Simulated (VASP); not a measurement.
Here is a VASP 6.6.1 calculation.

The input INCAR:

```
SYSTEM = CaZr
PREC = Accurate ; ENCUT = 600
EDIFF = 1E-6 ; ISMEAR = 0
SIGMA = 0.1 ; LREAL = .False.
LASPH = .True. ; NELM = 80
ALGO = Fast ; ISIF = 3
LWAVE = .False. ; LCHARG = .False.
GGA = PE ; IBRION = 2
NSW = 100 ; EDIFFG = -0.01
```

Contents of KPOINTS:

```
Automatic mesh
0
Gamma
  18 18 10
  0 0 0
```

POSCAR

```
CaZr
1.0
    3.3362246318      0.0000000000      0.0000000000
   -1.6681123159      2.8892552839      0.0000000000
    0.0000000000      0.0000000000      5.8599677114
Ca Zr
1 1
Direct
    0.6666666667      0.3333333333      0.0000000000
    0.0000000000      0.0000000000      0.5000000000
```

Potentials or basis: VASP PAW PBE potentials, release 64 (Ca_sv, Zr_sv).

Launch:

```console
$ cat potpaw_PBE.64/Ca_sv/POTCAR potpaw_PBE.64/Zr_sv/POTCAR > POTCAR
$ mpirun -np 1 vasp_std > vasp.out
```

Q: Predict the space group after relaxing (to 0.1 Å).

A: P-6m2 (No. 187).

Q: Predict the relaxed volume.

A: 28.32 Å³/atom.

Q: Estimate the band gap on the k mesh.

A: Zero (bands 11 and 12 overlap by 0.35 eV).

Q: Predict the relaxed cell.

A: a = 3.318 Å, b = 3.318 Å, c = 5.940 Å, α = 90.00°, β = 90.00°, γ = 120.00°.

Step by step:
```csv
step,energy change (eV),largest force (eV/Å),pressure (GPa),volume (Å³)
1,0.0000,0.0000,0.05,56.49
2,-0.0020,0.0000,0.06,56.56
3,-0.0027,0.0000,0.02,56.63
```
